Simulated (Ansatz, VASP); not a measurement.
## One calculation of MgH2, two programs

```
Mg H
1.0
    -0.01383    0.07112    5.48345
     6.90260   -0.09409   -0.01736
    -0.09409    6.82467    0.08928
Mg H
4 8
Direct
  0.75432 0.35192 0.01202
  0.24103 0.65685 0.99775
  0.01722 0.98821 0.34768
  0.50630 0.00019 0.63861
  0.51670 0.49683 0.08524
  0.00159 0.50721 0.90198
  0.87126 0.20100 0.18794
  0.62679 0.19317 0.80001
  0.10331 0.80903 0.20470
  0.36745 0.79639 0.80719
  0.74932 0.90599 0.50785
  0.24470 0.09321 0.50902
```

Change from the starting cell: cell x1, atoms moved at random (sigma 0.05 Å) and cell strained at random (1.5 %), then relaxed without symmetry.

Alike in both runs: task relaxation of cell and atoms; functional PBE; k mesh 4 × 2 × 2; occupations gaussian, width 0.1 eV; no spin polarisation.

|  | VASP | Ansatz |
| --- | --- | --- |
| version | VASP 6.6.1 | Ansatz 0.2.0 |
| potentials or method | VASP PAW PBE potentials, release 64 (Mg, H), cutoff 600 eV | scalar-relativistic, plane waves, PAW |
| valence electrons in the cell | 16 | 48 |

```tsv
	VASP	Ansatz	Ansatz less VASP
gap on the k mesh at the Fermi level, each at its own relaxed structure (eV)	5.10	5.12	+0.019
relaxed volume (Å³/atom)	20.82	20.77	-0.053
relaxed cell length with the largest relative difference (Å)	6.805	6.794	-0.0103
```

VASP's potentials hold 16 valence electrons a cell and Ansatz's 48, so a difference there can come from the potentials and not from the codes.

The k mesh is coarse, so the values compare programs but aren't converged.
